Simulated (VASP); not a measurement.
**Ru: relaxation of cell and atoms with LDA**

Crystal: Ru.

```
Ru
1.0
     2.41787    0.00000    0.00000
     0.00000    2.41787    0.00000
     0.00000    0.00000    2.41787
Ru
1
Direct
  0.00000 0.00000 0.00000
```

This isn't the form of Ru at room conditions, which is hcp.

```yaml
Program: VASP 6.6.1
Task: relaxation of cell and atoms
Functional: LDA
Potentials_or_basis: VASP PAW LDA potentials, release 64 (Ru_sv)
Cutoff: 560 eV
k_mesh: 17 × 17 × 17
Occupations: fermi-dirac, width 0.1 eV
Spin: no spin polarisation
Dipole_correction: no
Further_INCAR_settings: ALGO = Normal; EDIFF = 1e-07; IBRION = 2; EDIFFG = -0.005; NSW = 60; ISIF = 3
```

The relaxed volume is 14.98 Å³/atom. The relaxed cell is a = 2.465 Å, b = 2.465 Å, c = 2.465 Å, α = 90.00°, β = 90.00°, γ = 90.00°, the space group after relaxing (to 0.1 Å) is Pm-3m (No. 221) and the energy gained by relaxing is 44.0 meV/atom. The ionic steps are 18, the pressure after relaxing is 0.0 GPa and the band gap on the k mesh is zero (bands 8 and 9 overlap by 4.98 eV).

The path:
```tsv
step	energy change (eV)	largest force (eV/Å)	pressure (GPa)	volume (Å³)
1	0.0000	0.0000	17.53	14.14
2	0.2233	0.0000	-28.82	17.54
3	-0.0438	0.0000	-0.91	15.04
4	-0.0440	0.0000	-0.11	14.99
5	-0.0440	0.0000	0.16	14.97
6	-0.0440	0.0000	0.19	14.97
7	-0.0440	0.0000	0.17	14.97
8	-0.0440	0.0000	0.17	14.97
9	-0.0440	0.0000	0.17	14.97
10	-0.0440	0.0000	0.17	14.97
11	-0.0440	0.0000	0.17	14.97
12	-0.0440	0.0000	0.17	14.97
13	-0.0440	0.0000	0.17	14.97
14	-0.0440	0.0000	0.16	14.97
15	-0.0440	0.0000	0.15	14.97
16	-0.0440	0.0000	0.12	14.98
17	-0.0440	0.0000	0.08	14.98
18	-0.0440	0.0000	-0.04	14.98
```

Final structure:
```cif
data_structure
_symmetry_space_group_name_H-M 'P 1'
_symmetry_Int_Tables_number 1
_cell_length_a 2.4654
_cell_length_b 2.4654
_cell_length_c 2.4654
_cell_angle_alpha 90.000
_cell_angle_beta 90.000
_cell_angle_gamma 90.000
_cell_volume 14.98
loop_
_atom_site_label
_atom_site_type_symbol
_atom_site_fract_x
_atom_site_fract_y
_atom_site_fract_z
_atom_site_occupancy
Ru1 Ru 0.00000 0.00000 0.00000 1
```

Levels at points of the mesh, in eV from the Fermi level:
```tsv
k point	band 5	band 6	band 7	band 8	band 9	band 10	band 11	band 12
(0.00, 0.00, 0.00)	-7.50	-5.76	-5.76	1.78	1.78	1.78	16.91	16.91
```

It took 2 min on 1 thread of Intel(R) Xeon(R) Platinum 8488C (Sapphire Rapids), with other jobs on the host, peak memory 0.15 GiB.
